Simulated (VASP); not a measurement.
Wanted: the native input for a VASP 6.6.1 run.

| Property | Result |
| --- | --- |
| Task | single point |
| Functional | PBE |
| Potentials or basis | VASP PAW PBE potentials, release 64 (Mn_pv, Si) |
| Cutoff | 520 eV |
| k mesh | 6 × 6 × 6 |
| Occupations | gaussian, width 0.1 eV |
| Spin | collinear spin, ferromagnetic start |
| Starting moments | [4.0, 0.0] μB |
| Dipole correction | no |
| Further INCAR settings | ALGO = Normal; EDIFF = 1e-06; NBANDS = 20 |

The structure of MnSi lies in POSCAR:

```
MnSi
1.0
   -1.7097346772      1.7097346772      2.4176742618
    1.7097346772     -1.7097346772      2.4176742618
    1.7097346772      1.7097346772     -2.4176742618
Mn Si
1 1
Direct
    0.5000000000      0.5000000000      0.0000000000
    0.0000000000      0.0000000000      0.0000000000
```

The cell was built from a structure type or drawn by symmetry, and may not be a known phase.

One way to write it, as run:

INCAR

```
ALGO     = Normal         # electronic algorithm
EDIFF    = 1E-6           # SCF threshold, eV
ENCUT    = 520            # plane-wave cutoff, eV
GGA      = PE             # functional
ISIF     = 2              # what is computed and relaxed
ISMEAR   = 0              # smearing method
ISPIN    = 2              # spin polarisation
LASPH    = T              # aspherical terms in the spheres
LCHARG   = F              # write CHGCAR
LMAXMIX  = 4              # l up to which the mixer works
LORBIT   = 11             # projections on sites
LREAL    = F              # projectors in reciprocal space
LWAVE    = F              # write WAVECAR
MAGMOM   = 4 0            # initial moments
NBANDS   = 20             # bands
NELM     = 150            # most SCF steps
PREC     = Accurate       # precision mode
SIGMA    = 0.1            # smearing width, eV
```

KPOINTS

```
k-points
0
Gamma
  6 6 6
```

Potentials or basis: VASP PAW PBE potentials, release 64 (Mn_pv, Si).

The run is started by

```sh
$ cat potpaw_PBE.64/Mn_pv/POTCAR potpaw_PBE.64/Si/POTCAR > POTCAR
$ mpirun -np 1 vasp_std > vasp.out
```

Results of the run:

| Property | Result |
| --- | --- |
| Pressure | 0.0 GPa |
| Net moment | 2.39 μB per cell |
| Site moments | Mn +2.50; Si -0.12 μB |
| Valence electrons inside the program's atomic spheres | Mn 11.79; Si 1.69 |

Caveat: the k points lie up to 0.38 Å⁻¹ apart.

Run time: 19 s on 1 thread of Intel(R) Xeon(R) 6975P-C (Granite Rapids) (shared host), peak memory 0.18 GiB.
